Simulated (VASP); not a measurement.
FeSi: relaxation of cell and atoms with PBEsol

Crystal: FeSi.

```
Fe Si
1.0
     4.44805    0.00000    0.00000
     0.00000    4.44805    0.00000
     0.00000    0.00000    4.44805
Fe Si
4 4
Direct
  0.13600 0.13600 0.13600
  0.36400 0.86400 0.63600
  0.63600 0.36400 0.86400
  0.86400 0.63600 0.36400
  0.84073 0.84073 0.84073
  0.65927 0.15927 0.34073
  0.34073 0.65927 0.15927
  0.15927 0.34073 0.65927
```

```json
{"Program": "VASP 6.6.1", "Task": "relaxation of cell and atoms", "Functional": "PBEsol", "Potentials or basis": "VASP PAW PBE potentials, release 64 (Fe, Si)", "Cutoff": "600 eV", "k mesh": "6 × 6 × 6", "Occupations": "fermi-dirac, width 0.02 eV", "Spin": "no spin polarisation", "Dipole correction": "no", "Further INCAR settings": "ALGO = Normal; EDIFF = 1e-07; IBRION = 2; EDIFFG = -0.005; NSW = 80; ISIF = 3"}
```

* Relaxed volume: 10.69 Å³/atom
* Relaxed cell: a = 4.406 Å, b = 4.406 Å, c = 4.406 Å, α = 90.00°, β = 90.00°, γ = 90.00°
* Space group after relaxing (to 0.1 Å): P2_13 (No. 198)
* Energy gained by relaxing: 6.3 meV/atom
* Ionic steps: 8
* Pressure after relaxing: 0.0 GPa
* Largest force after relaxing: 0.005 eV/Å
* Band gap on the k mesh: 0.16 eV

Forces on the atoms (eV/Å):
```
Fe   0.000  0.000  0.000
Fe   0.000  0.000  0.000
Fe   0.000  0.000  0.000
Fe   0.000  0.000  0.000
Si   0.003  0.003  0.003
Si  -0.003 -0.003  0.003
Si   0.003 -0.003 -0.003
Si  -0.003  0.003 -0.003
```

The path:
```csv
step,energy change (eV),largest force (eV/Å),pressure (GPa),volume (Å³)
1,0.0000,0.0293,-6.39,88.01
2,0.0481,0.2855,10.18,82.54
3,-0.0480,0.1137,-0.06,85.68
4,-0.0480,0.1161,0.07,85.64
5,-0.0498,0.0568,0.11,85.57
6,-0.0504,0.0074,0.13,85.51
7,-0.0503,0.0036,-0.23,85.62
8,-0.0504,0.0045,-0.02,85.55
```

Final structure:
```
CELL_PARAMETERS angstrom
4.40623 0.00000 0.00000
0.00000 4.40623 0.00000
0.00000 0.00000 4.40623
ATOMIC_POSITIONS crystal
Fe 0.13727 0.13727 0.13727
Fe 0.36273 0.86273 0.63727
Fe 0.63727 0.36273 0.86273
Fe 0.86273 0.63727 0.36273
Si 0.84103 0.84103 0.84103
Si 0.65897 0.15897 0.34103
Si 0.34103 0.65897 0.15897
Si 0.15897 0.34103 0.65897
```

Levels at points of the mesh, in eV from the valence-band top:
```
           k point  band 22  band 23  band 24  band 25  band 26  band 27
(0.00, 0.00, 0.00)    -0.28    -0.03    -0.03     0.68     0.68     0.68
(0.50, 0.00, 0.00)    -0.38     0.00     0.00     0.19     0.19     1.78
(0.50, 0.50, 0.00)    -1.05    -0.36    -0.36     0.65     0.65     1.35
(0.50, 0.50, 0.50)    -0.68    -0.68    -0.68     0.50     0.50     0.50
```

Wall time 10 min on 1 thread of AMD EPYC 7R13, with other jobs on the host, peak memory 0.25 GiB.

Caveat: the PAW data sets were made with another functional, which shifts forces and pressure a little. A k mesh can miss the band edges.
